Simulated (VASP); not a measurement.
Set up this calculation in VASP 6.6.1, as the native input.

- Task: single point
- Functional: RPBE
- Potentials or basis: VASP PAW PBE potentials, release 64 (Nb_sv)
- Cutoff: 520 eV
- k mesh: 13 × 13 × 13
- Occupations: fermi-dirac, width 0.05 eV
- Spin: collinear spin, ferromagnetic start
- Starting moments: [1.0] μB
- Dipole correction: no
- Further INCAR settings: ALGO = Normal; EDIFF = 1e-06; NBANDS = 16

The structure of Nb lies in POSCAR:

```
Nb
1.0
   -1.6630767746      1.6630767746      1.6630767746
    1.6630767746     -1.6630767746      1.6630767746
    1.6630767746      1.6630767746     -1.6630767746
Nb
1
Direct
    0.0000000000      0.0000000000      0.0000000000
```

These files were run (other wordings do the same):

INCAR

```
SYSTEM = Nb
PREC = Accurate
ENCUT = 520
EDIFF = 1E-6
ISMEAR = -1
SIGMA = 0.05
LREAL = .FALSE.
LASPH = .TRUE.
NELM = 150
ALGO = Normal
ISIF = 2
LWAVE = .FALSE.
LCHARG = .FALSE.
ISPIN = 2
MAGMOM = 1
LORBIT = 11
LMAXMIX = 4
GGA = RP
NBANDS = 16
```

KPOINTS

```
regular mesh
0
G
  13 13 13
  0 0 0
```

Potentials or basis: VASP PAW PBE potentials, release 64 (Nb_sv).

The run is started by

```sh
$ cat potpaw_PBE.64/Nb_sv/POTCAR > POTCAR
$ mpirun -np 1 vasp_std > vasp.out
```

It gave:

```
Pressure                                              : -0.3 GPa
Net moment                                            : 0.00 μB per cell
Valence electrons inside the program's atomic spheres : Nb 10.70
```

Caveat: the PAW data sets were made with another functional, which shifts forces and pressure a little.

Wall time 31 s on 1 thread of Intel Xeon 6975P-C, with other jobs on the host, peak memory 0.17 GiB.
